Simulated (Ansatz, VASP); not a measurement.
## Two plane-wave programs on In

Contents of INCAR:

```
SYSTEM = In
PREC     = Accurate       ! precision mode
ENCUT    = 520            ! plane-wave cutoff, eV
EDIFF    = 1E-8           ! SCF threshold, eV
ISMEAR   = -1             ! smearing method
SIGMA    = 0.03           ! smearing width, eV
LREAL    = .False.        ! projectors in reciprocal space
LASPH    = .True.         ! aspherical terms in the spheres
NELM     = 60             ! most SCF steps
ALGO     = Normal         ! electronic algorithm
ISIF     = 2              ! what is computed and relaxed
LWAVE    = .False.        ! write WAVECAR
LCHARG   = .False.        ! write CHGCAR
GGA      = PE             ! functional
LEFG     = .True.       
NBANDS   = 12             ! bands
```

File KPOINTS:

```
Automatic mesh
0
Gamma
  17 17 17
  0 0 0
```

The input POSCAR:

```
In
1.0
   -1.6947072674      1.6947072674      2.2973723912
    1.6947072674     -1.6947072674      2.2973723912
    1.6947072674      1.6947072674     -2.2973723912
In
1
Direct
    0.0000000000      0.0000000000      0.0000000000
```

Input for Ansatz:

```yaml
crystal:
  lattice:
    - [-1.6947072674, 1.6947072674, 2.2973723912]
    - [1.6947072674, -1.6947072674, 2.2973723912]
    - [1.6947072674, 1.6947072674, -2.2973723912]
  atoms:
    - { symbol: In, position: [0.0, 0.0, 0.0] }
kpoints:
  mp_grid: { grid: [17, 17, 17] }
  band_path:
    path:
      - [0.0, 0.0, 0.0]
      - [0.0, 0.0, 0.5]
      - [0.25, 0.25, 0.25]
      - [0.0, 0.5, 0.0]
      - [0.0, 0.0, 0.0]
      - [0.5, 0.5, -0.5]
      - [0.3860399918, 0.6139600082, -0.3860399918]
      - [-0.3860399918, 0.3860399918, 0.3860399918]
      - [0.0, 0.0, 0.0]
    npoints: 8
scf:
  occupations: { method: fermi_dirac, width: 0.03 }
hamiltonian:
  xc: pbe
  pseudopotentials: { kind: paw }
output:
  forces: true
  stress: true
  eigenvalues: true
  efg: { contact_densities: true }
  populations: true
  bader: true
  dos: { projected: true, de: 0.2, e_range: [-14, 8] }
```

Alike in both runs: task electric field gradients; functional PBE; k mesh 17 × 17 × 17; occupations fermi-dirac, width 0.03 eV; no spin polarisation.

|  | VASP | Ansatz |
| --- | --- | --- |
| version | VASP 6.6.1 | Ansatz 0.2.0 |
| potentials or method | VASP PAW PBE potentials, release 64 (In_d) | PAW with Ansatz's default frozen-core files, scalar-relativistic |
| plane-wave cutoff (eV) | 520 | 420 |
| valence electrons in the cell | 13 | 13 |

|  | VASP | Ansatz | Ansatz less VASP |
| --- | --- | --- | --- |
| pressure (GPa) | 1.6 | 1.6 | +0.03 |
| traceless stress, the component that is largest in VASP (GPa) | -0.36 | -0.36 | 0.000 |
| size of Vzz on the site where it differs most (V/Å²) | 6.1 | 6.2 | +0.06 |

The functional is the same, so the differences come from potentials, cutoffs and numerics.
